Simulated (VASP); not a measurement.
# SiO2 (rutile type) (P4_2/mnm) in VASP: notebook, part 2 of 2

VASP 6.6.1. Earlier steps stand in the parts before.

## (4) Single point, PBE (volume scaled by 0.72)

INCAR reads:

```
SYSTEM = SiO2
PREC     = Accurate       ! precision mode
ENCUT    = 520            ! plane-wave cutoff, eV
EDIFF    = 1E-6           ! SCF threshold, eV
ISMEAR   = -1             ! smearing method
SIGMA    = 0.1            ! smearing width, eV
LREAL    = .FALSE.        ! projectors in reciprocal space
LASPH    = .TRUE.         ! aspherical terms in the spheres
NELM     = 100            ! most SCF steps
ALGO     = Normal         ! electronic algorithm
ISIF     = 2              ! what is computed and relaxed
LWAVE    = .FALSE.        ! write WAVECAR
LCHARG   = .TRUE.         ! write CHGCAR
GGA      = PE             ! functional
LELF     = .TRUE.         ! ELF
LVHAR    = .TRUE.       
NBANDS   = 25             ! bands
```

KPOINTS reads:

```
regular mesh
0
G
  7 7 10
  0 0 0
```

POSCAR reads:

```
SiO2
1.0
    3.7588564141      0.0000000000      0.0000000000
    0.0000000000      3.7588564141      0.0000000000
    0.0000000000      0.0000000000      2.4604383324
Si O
2 4
Direct
    0.0000000000      0.0000000000      0.0000000000
    0.5000000000      0.5000000000      0.5000000000
    0.2997195273      0.2997195273      0.0000000000
    0.7002804727      0.7002804727      0.0000000000
    0.7997195273      0.2002804727      0.5000000000
    0.2002804727      0.7997195273      0.5000000000
```

Potentials or basis: VASP PAW PBE potentials, release 64 (Si, O).

Run with:

```bash
$ cat potpaw_PBE.64/Si/POTCAR potpaw_PBE.64/O/POTCAR > POTCAR
$ mpirun -np 1 vasp_std > vasp.out
```

OUTCAR:

```text
SYSTEM = SiO2
   PREC = Accurate
   ENCUT = 520
   EDIFF = 1E-6
   ISMEAR = -1
   LREAL = .FALSE.
   LASPH = .TRUE.
   NELM = 100
   ISIF = 2
   GGA = PE

 ion  position               nearest neighbor table
   1  0.000  0.000  0.000-   3 1.59   4 1.59   5 1.63   6 1.63   5 1.63   6 1.63   2 2.93   2 2.93
                             2 2.93   2 2.93   2 2.93   2 2.93   2 2.93   2 2.93
   2  0.500  0.500  0.500-   5 1.59   6 1.59   3 1.63   4 1.63   3 1.63   4 1.63   1 2.93   1 2.93
                             1 2.93   1 2.93   1 2.93   1 2.93   1 2.93   1 2.93
   3  0.300  0.300  0.000-   1 1.59   2 1.63   2 1.63
   4  0.700  0.700  0.000-   1 1.59   2 1.63   2 1.63
   5  0.800  0.200  0.500-   2 1.59   1 1.63   1 1.63
   6  0.200  0.800  0.500-   2 1.59   1 1.63   1 1.63

  LATTYP: Found a simple tetragonal cell.
 ALAT       =     3.7588564141
 C/A-ratio  =     0.6545709815

  Lattice vectors:

 A1 = (   3.7588564141,   0.0000000000,   0.0000000000)
 A2 = (   0.0000000000,   3.7588564141,   0.0000000000)
 A3 = (   0.0000000000,   0.0000000000,   2.4604383324)

Analysis of symmetry for initial positions (statically):
=====================================================================
 Subroutine PRICEL returns:
 Original cell was already a primitive cell.

 Routine SETGRP: Setting up the symmetry group for a
 simple tetragonal supercell.

 Subroutine GETGRP returns: Found 16 space group operations
 (whereof  8 operations were pure point group operations)
 out of a pool of 16 trial point group operations.

The static configuration has the point symmetry D_2h.
 The point group associated with its full space group is D_4h.

Analysis of symmetry for dynamics (positions and initial velocities):
=====================================================================
 Subroutine PRICEL returns:
 Original cell was already a primitive cell.

 Routine SETGRP: Setting up the symmetry group for a
 simple tetragonal supercell.

 Subroutine GETGRP returns: Found 16 space group operations
[... 135 lines left out ...]
  Thomas-Fermi vector in A             =   2.690888
   LORBIT       =      0    0 simple, 1 ext, 2 COOP (PROOUT), +10 PAW based schemes
   GGA     = PE    functional components
   LHFCALC =     F    Hartree Fock is set to
   AEXX    =    0.0000 exact exchange contribution
   IVDW    =     0    specifies the selected vdW correction
   LEPSILON=     F    determine dielectric tensor
   LRPA    =     F    only Hartree local field effects (RPA)
 non-spin polarized calculation
  energy-cutoff  :      520.00
  volume of cell :       34.76
 maximum number of plane-waves:       950
 NGX is ok and might be reduce to    28
   NGX = 13   NGY = 13   NGZ =  9

 number of electron      31.9999990 magnetization

 Free energy of the ion-electron system (eV)
  ---------------------------------------------------
  ext. energy  EPLUGINS =         0.00000000
  ---------------------------------------------------
  free energy    TOTEN  =       -40.45723746 eV

  energy without entropy =      -40.45723746  energy(sigma->0) =      -40.45723746

 E-fermi :  14.7775     XC(G=0): -13.8851

 val. band max:       12.9378286556   @ k =   0.0000   0.0000   0.0000
 cond. band min:      20.0253862665   @ k =   0.0000   0.0000   0.0000
 fundamental gap:      7.0875576109
 Fermi energy:        14.7775454666

 k-point     1 :       0.0000    0.0000    0.0000
  band No.  band energies     occupation
      1     -13.1435      2.00000
      2      -7.8736      2.00000
      3      -7.8736      2.00000
      4      -6.9953      2.00000
      5      -0.3161      2.00000
      6       3.6139      2.00000
[... 661 lines left out ...]
     24      27.8003      0.00000
     25      29.1808      0.00000

 [... further k-points ...]

------------------------ aborting loop because EDIFF is reached ----------------------------------------

  FORCE on cell =-STRESS in cart. coord.  units (eV):
  Direction    XX          YY          ZZ          XY          YZ          ZX
  --------------------------------------------------------------------------------------
  -------------------------------------------------------------------------------------
  Total       40.0841046     40.0841046     40.2800026      0.0000000      0.0000000      0.0000000
  in kB     1847.3909533   1847.3909533   1856.4194747      0.0000000      0.0000000      0.0000000
  external PRESSURE =    1850.4004604 kB  Pullay stress =       0.0000000 kB

 VOLUME and BASIS-vectors are now :
 -----------------------------------------------------------------------------
  energy-cutoff  :      520.00
  volume of cell :       34.76
      direct lattice vectors                 reciprocal lattice vectors
     3.758856414  0.000000000  0.000000000     0.266038361  0.000000000  0.000000000
     0.000000000  3.758856414  0.000000000     0.000000000  0.266038361  0.000000000
     0.000000000  0.000000000  2.460438332     0.000000000  0.000000000  0.406431645

 POSITION                                       TOTAL-FORCE (eV/Angst)
 -----------------------------------------------------------------------------------
      0.00000      0.00000      0.00000         0.000000     -0.000000     -0.000000
      1.87943      1.87943      1.23022         0.000000     -0.000000     -0.000000
      1.12660      1.12660      0.00000        -0.010009     -0.010009      0.000000
      2.63225      2.63225      0.00000         0.010009      0.010009     -0.000000
      3.00603      0.75283      1.23022        -0.010009      0.010009     -0.000000
      0.75283      3.00603      1.23022         0.010009     -0.010009     -0.000000
 -----------------------------------------------------------------------------------
    total drift:                                0.000000     -0.000000      0.000000

  FREE ENERGIE OF THE ION-ELECTRON SYSTEM (eV)
  ---------------------------------------------------
  free  energy   TOTEN  =       -40.4572374554 eV

  energy  without entropy=      -40.4572374552  energy(sigma->0) =      -40.45723746
```

stdout:

```text
POSCAR found type information on POSCAR SiO
 POSCAR found :  2 types and       6 ions
 scaLAPACK will be used
 LDA part: xc-table for (Slater+PW92), standard interpolation
 POSCAR, INCAR and KPOINTS ok, starting setup
 FFT: planning ... GRIDC
 FFT: planning ... GRID_SOFT
 FFT: planning ... GRID
 WAVECAR not read
 entering main loop
```

Wall time 15 s (1 thread of Intel Xeon 6975P-C (Granite Rapids), shared host); peak memory 0.15 GiB.

Results:

```yaml
Free_energy: -40.4572 eV
Pressure: 185.0 GPa
Largest_force: 0.014 eV/Å
Band_gap_on_the_k_mesh: 7.09 eV, direct
```

Forces in eV/Å, atoms in the order of the input:
```
Si   0.000  0.000  0.000
Si   0.000  0.000  0.000
O   -0.010 -0.010  0.000
O    0.010  0.010  0.000
O   -0.010  0.010  0.000
O    0.010 -0.010  0.000
```

Stress tensor (GPa, compression positive):
```
184.74   0.00   0.00
  0.00 184.74   0.00
  0.00   0.00 185.64
```

Levels at points of the mesh, in eV from the valence-band top:
```
           k point  band 13  band 14  band 15  band 16  band 17  band 18  band 19  band 20
(0.00, 0.00, 0.00)    -2.60    -1.11    -1.11     0.00     7.09    10.48    10.48    11.15
(0.00, 0.00, 0.50)    -5.03    -5.03    -3.79    -3.79    13.02    13.02    15.68    15.68
```

## (5) Single point, PBE (volume scaled by 0.72)

INCAR reads:

```
ALGO = Normal
EDIFF = 1E-6
ENCUT = 520
GGA = PE
ISIF = 2
ISMEAR = -1
LASPH = T
LCHARG = T
LELF = T
LREAL = F
LVHAR = T
LWAVE = F
NBANDS = 25
NELM = 60
PREC = Accurate
SIGMA = 0.1
```

KPOINTS reads:

```
k-points
0
Gamma
  7 7 10
```

POSCAR is that of step 4.

Potentials or basis: VASP PAW PBE potentials, release 64 (Si, O).

Run with:

```bash
$ cat potpaw_PBE.64/Si/POTCAR potpaw_PBE.64/O/POTCAR > POTCAR
$ mpirun -np 1 vasp_std > vasp.out
```

OUTCAR:

```text
EDIFF = 1E-6
   ENCUT = 520
   GGA = PE
   ISIF = 2
   ISMEAR = -1
   LASPH = T
   LREAL = F
   NELM = 60
   PREC = Accurate

 ion  position               nearest neighbor table
   1  0.000  0.000  0.000-   3 1.59   4 1.59   5 1.63   6 1.63   5 1.63   6 1.63   2 2.93   2 2.93
                             2 2.93   2 2.93   2 2.93   2 2.93   2 2.93   2 2.93
   2  0.500  0.500  0.500-   5 1.59   6 1.59   3 1.63   4 1.63   3 1.63   4 1.63   1 2.93   1 2.93
                             1 2.93   1 2.93   1 2.93   1 2.93   1 2.93   1 2.93
   3  0.300  0.300  0.000-   1 1.59   2 1.63   2 1.63
   4  0.700  0.700  0.000-   1 1.59   2 1.63   2 1.63
   5  0.800  0.200  0.500-   2 1.59   1 1.63   1 1.63
   6  0.200  0.800  0.500-   2 1.59   1 1.63   1 1.63

  LATTYP: Found a simple tetragonal cell.
 ALAT       =     3.7588564141
 C/A-ratio  =     0.6545709815

  Lattice vectors:

 A1 = (   3.7588564141,   0.0000000000,   0.0000000000)
 A2 = (   0.0000000000,   3.7588564141,   0.0000000000)
 A3 = (   0.0000000000,   0.0000000000,   2.4604383324)

Analysis of symmetry for initial positions (statically):
=====================================================================
 Subroutine PRICEL returns:
 Original cell was already a primitive cell.

 Routine SETGRP: Setting up the symmetry group for a
 simple tetragonal supercell.

 Subroutine GETGRP returns: Found 16 space group operations
 (whereof  8 operations were pure point group operations)
 out of a pool of 16 trial point group operations.

The static configuration has the point symmetry D_2h.
 The point group associated with its full space group is D_4h.

Analysis of symmetry for dynamics (positions and initial velocities):
=====================================================================
 Subroutine PRICEL returns:
 Original cell was already a primitive cell.

 Routine SETGRP: Setting up the symmetry group for a
 simple tetragonal supercell.

 Subroutine GETGRP returns: Found 16 space group operations
 (whereof  8 operations were pure point group operations)
 out of a pool of 16 trial point group operations.

The dynamic configuration has the point symmetry D_2h.
 The point group associated with its full space group is D_4h.

 Subroutine INISYM returns: Found 16 space group operations
 (whereof  8 operations are pure point group operations),
 and found     1 'primitive' translations

----------------------------------------------------------------------------------------

                                     Primitive cell

  volume of cell :      34.7635

  direct lattice vectors                    reciprocal lattice vectors
     3.758856414  0.000000000  0.000000000     0.266038361  0.000000000  0.000000000
     0.000000000  3.758856414  0.000000000     0.000000000  0.266038361  0.000000000
     0.000000000  0.000000000  2.460438332     0.000000000  0.000000000  0.406431645

  length of vectors
     3.758856414  3.758856414  2.460438332     0.266038361  0.266038361  0.406431645

  position of ions in fractional coordinates (direct lattice)
     0.000000000  0.000000000  0.000000000
     0.500000000  0.500000000  0.500000000
     0.299719527  0.299719527  0.000000000
     0.700280473  0.700280473  0.000000000
[... 40 lines left out ...]
  0.000000  0.000000  0.000000      1.000000
  0.142857  0.000000  0.000000      4.000000
  0.285714  0.000000  0.000000      4.000000
  0.428571  0.000000  0.000000      4.000000
  0.142857  0.142857  0.000000      4.000000
  0.285714  0.142857  0.000000      8.000000
[... 16 lines left out ...]
  0.285714  0.000000  0.200000      8.000000
  0.428571  0.000000  0.200000      8.000000
 [... further k-points ...]
   k-points           NKPTS =     60   k-points in BZ     NKDIM =     60   number of bands    NBANDS=     25
   number of dos      NEDOS =    301   number of ions     NIONS =      6
   total plane-waves  NPLWV =  14112
   dimension x,y,z NGX =    28 NGY =   28 NGZ =   18
   dimension x,y,z NGXF=    56 NGYF=   56 NGZF=   36
   ions per type =               2   4
   NGX,Y,Z   is equivalent  to a cutoff of  12.38, 12.38, 12.16 a.u.
   NGXF,Y,Z  is equivalent  to a cutoff of  24.77, 24.77, 24.32 a.u.
 SYSTEM =  unknown system
   PREC   = accura    normal or accurate (medium, high low for compatibility)
   ISTART =      0    job   : 0-new  1-cont  2-samecut
   ICHARG =      2    charge: 1-file 2-atom 10-const
   ISPIN  =      1    spin polarized calculation?
   LNONCOLLINEAR =      F non collinear calculations
   LSORBIT =      F    spin-orbit coupling
   LASPH  =      T    aspherical Exc in radial PAW
   ENCUT  =  520.0 eV  38.22 Ry    6.18 a.u.   6.99  6.99  4.57*2*pi/ulx,y,z
   NELM   =     60;   NELMIN=  2; NELMDL= -5     # of ELM steps
   EDIFF  = 0.1E-05   stopping-criterion for ELM
   LREAL  =      F    real-space projection
   EDIFFG = 0.1E-04   stopping-criterion for IOM
   NSW    =      0    number of steps for IOM
   IBRION =     -1    ionic relax: 0-MD 1-quasi-New 2-CG
   NFREE  =      0    steps in history (QN), initial steepest desc. (CG)
   ISIF   =      2    stress and relaxation
   ISYM   =      2    0-nonsym 1-usesym 2-fastsym
   POTIM  = 0.5000    time-step for ionic-motion
   TEBEG  =    0.0;   TEEND  =   0.0 temperature during run
   PSTRESS=    0.0 pullay stress
   NELECT =      32.0000    total number of electrons
   NUPDOWN=      -1.0000    fix difference up-down
   EMIN   =  10.00;   EMAX   =-10.00  energy-range for DOS
   EFERMI =   0.00;   METHOD = LEGACY
   ISMEAR =    -1;   SIGMA  =   0.10  broadening in eV -4-tet -1-fermi 0-gaus
   EFERMI_NEDOS =   21; number of points for ismear=-14 and -15
   IALGO  =     38    algorithm
   IMIX   =      4    mixing-type and parameters
     AMIX     =   0.40;   BMIX     =  1.00
     AMIX_MAG =   1.60;   BMIX_MAG =  1.00
  volume/ion in A,a.u.               =       5.79        39.10
  Fermi-wavevector in a.u.,A,eV,Ry     =   1.592515  3.009417 34.505786  2.536104
  Thomas-Fermi vector in A             =   2.690888
   LORBIT       =      0    0 simple, 1 ext, 2 COOP (PROOUT), +10 PAW based schemes
   GGA     = PE    functional components
   LHFCALC =     F    Hartree Fock is set to
   AEXX    =    0.0000 exact exchange contribution
   IVDW    =     0    specifies the selected vdW correction
   LEPSILON=     F    determine dielectric tensor
   LRPA    =     F    only Hartree local field effects (RPA)
 non-spin polarized calculation
  energy-cutoff  :      520.00
  volume of cell :       34.76
 maximum number of plane-waves:       950
 NGX is ok and might be reduce to    28
   NGX = 13   NGY = 13   NGZ =  9

 number of electron      31.9999990 magnetization

 Free energy of the ion-electron system (eV)
  ---------------------------------------------------
  ext. energy  EPLUGINS =         0.00000000
  ---------------------------------------------------
  free energy    TOTEN  =       -40.45723746 eV

  energy without entropy =      -40.45723746  energy(sigma->0) =      -40.45723746

 E-fermi :  14.7775     XC(G=0): -13.8851

 val. band max:       12.9378286556   @ k =   0.0000   0.0000   0.0000
 cond. band min:      20.0253862665   @ k =   0.0000   0.0000   0.0000
 fundamental gap:      7.0875576109
 Fermi energy:        14.7775454666

 k-point     1 :       0.0000    0.0000    0.0000
  band No.  band energies     occupation
      1     -13.1435      2.00000
      2      -7.8736      2.00000
      3      -7.8736      2.00000
      4      -6.9953      2.00000
      5      -0.3161      2.00000
      6       3.6139      2.00000
[... 661 lines left out ...]
     24      27.8003      0.00000
     25      29.1808      0.00000

 [... further k-points ...]

------------------------ aborting loop because EDIFF is reached ----------------------------------------

  FORCE on cell =-STRESS in cart. coord.  units (eV):
  Direction    XX          YY          ZZ          XY          YZ          ZX
  --------------------------------------------------------------------------------------
  -------------------------------------------------------------------------------------
  Total       40.0841046     40.0841046     40.2800026      0.0000000      0.0000000      0.0000000
  in kB     1847.3909533   1847.3909533   1856.4194747      0.0000000      0.0000000      0.0000000
  external PRESSURE =    1850.4004604 kB  Pullay stress =       0.0000000 kB

 VOLUME and BASIS-vectors are now :
 -----------------------------------------------------------------------------
  energy-cutoff  :      520.00
  volume of cell :       34.76
      direct lattice vectors                 reciprocal lattice vectors
     3.758856414  0.000000000  0.000000000     0.266038361  0.000000000  0.000000000
     0.000000000  3.758856414  0.000000000     0.000000000  0.266038361  0.000000000
     0.000000000  0.000000000  2.460438332     0.000000000  0.000000000  0.406431645

 POSITION                                       TOTAL-FORCE (eV/Angst)
 -----------------------------------------------------------------------------------
      0.00000      0.00000      0.00000         0.000000     -0.000000     -0.000000
      1.87943      1.87943      1.23022         0.000000     -0.000000     -0.000000
      1.12660      1.12660      0.00000        -0.010009     -0.010009      0.000000
      2.63225      2.63225      0.00000         0.010009      0.010009     -0.000000
      3.00603      0.75283      1.23022        -0.010009      0.010009     -0.000000
      0.75283      3.00603      1.23022         0.010009     -0.010009     -0.000000
 -----------------------------------------------------------------------------------
    total drift:                                0.000000     -0.000000      0.000000

  FREE ENERGIE OF THE ION-ELECTRON SYSTEM (eV)
  ---------------------------------------------------
  free  energy   TOTEN  =       -40.4572374554 eV

  energy  without entropy=      -40.4572374552  energy(sigma->0) =      -40.45723746
```

OSZICAR:

```text
N       E                     dE             d eps       ncg     rms          rms(c)
DAV:   1     0.142762742081E+03    0.14276E+03   -0.18584E+04  3040   0.128E+03
DAV:   2    -0.408447728317E+02   -0.18361E+03   -0.17845E+03  3647   0.307E+02
DAV:   3    -0.464565627588E+02   -0.56118E+01   -0.55951E+01  4034   0.500E+01
DAV:   4    -0.464838066802E+02   -0.27244E-01   -0.27238E-01  3432   0.407E+00
DAV:   5    -0.464839559029E+02   -0.14922E-03   -0.14921E-03  4032   0.283E-01    0.261E+01
DAV:   6    -0.406100766503E+02    0.58739E+01   -0.13792E+01  3866   0.265E+01    0.131E+01
DAV:   7    -0.404546640960E+02    0.15541E+00   -0.16094E+00  3974   0.852E+00    0.406E+00
DAV:   8    -0.404540742318E+02    0.58986E-03   -0.58361E-02  3640   0.188E+00    0.119E+00
DAV:   9    -0.404571282915E+02   -0.30541E-02   -0.10783E-02  3823   0.850E-01    0.273E-01
DAV:  10    -0.404572322148E+02   -0.10392E-03   -0.29358E-04  3758   0.123E-01    0.468E-02
DAV:  11    -0.404572364994E+02   -0.42846E-05   -0.22847E-05  3758   0.382E-02    0.156E-02
DAV:  12    -0.404572374554E+02   -0.95597E-06   -0.15367E-06  2802   0.106E-02
   1 F= -.40457237E+02 E0= -.40457237E+02  d E =-.170461E-09
```

Wall time 15 s (1 thread of Intel Xeon 6975P-C (Granite Rapids), shared host); peak memory 0.15 GiB.

Results:

| Quantity | Value |
| --- | --- |
| Free energy | -40.4572 eV |
| Pressure | 185.0 GPa |
| Largest force | 0.014 eV/Å |
| Band gap on the k mesh | 7.09 eV, direct |

Forces on the atoms (eV/Å):
```
Si   0.000  0.000  0.000
Si   0.000  0.000  0.000
O   -0.010 -0.010  0.000
O    0.010  0.010  0.000
O   -0.010  0.010  0.000
O    0.010 -0.010  0.000
```

Stress tensor (GPa, compression positive):
```
184.74   0.00   0.00
  0.00 184.74   0.00
  0.00   0.00 185.64
```

 A k mesh can miss the band edges.
